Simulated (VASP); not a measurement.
A run of VASP 6.6.1 is set up as follows.

Contents of INCAR:

```
SYSTEM = BN
PREC = Accurate
ENCUT = 520
EDIFF = 1E-6
ISMEAR = 0
SIGMA = 0.05
LREAL = .False.
LASPH = .True.
NELM = 60
ALGO = Normal
ISIF = 2
LWAVE = .False.
LCHARG = .False.
LDIPOL = .True.
IDIPOL = 3
DIPOL = 0.5 0.5 0.356
GGA = PE
IVDW = 12
IBRION = 2
NSW = 40
EDIFFG = -0.003
```

File KPOINTS:

```
regular mesh
0
Gamma
  12 12 1
  0 0 0
```

File POSCAR:

```
BN
1.0
    2.5087623753      0.0000000000      0.0000000000
   -1.2543811876      2.1726519491      0.0000000000
    0.0000000000      0.0000000000     17.5000000000
B N
2 2
Selective dynamics
Direct
    0.0000000000      0.0000000000      0.2571428571  F F F
    0.1666666667      0.3333333333      0.4545065130  F F T
    0.6666666667      0.3333333333      0.2570922525  F F T
    0.8333333333      0.6666666667      0.4545572210  F F T
```

Potentials or basis: VASP PAW PBE potentials, release 64 (B, N).

Command:

```sh
$ cat potpaw_PBE.64/B/POTCAR potpaw_PBE.64/N/POTCAR > POTCAR
$ mpirun -np 1 vasp_std > vasp.out
```

Q: Predict the energy gained by relaxing.

A: 0.0 meV/atom.

Q: What does it give for the band gap on the k mesh?

A: 4.23 eV, indirect (the least direct gap lies 4.7 meV higher).

Q: Predict the dispersion energy per atom.

A: -0.103 eV.

Final structure:
```xyz
4
Lattice="2.5088 0.0000 0.0000 -1.2544 2.1727 0.0000 0.0000 0.0000 17.5000" Properties=species:S:1:pos:R:3 pbc="T T T"
B     0.0000    0.0000    4.5000
B     0.0000    0.7242    7.9702
N     1.2544    0.7242    4.4989
N     1.2544    1.4484    7.9709
```
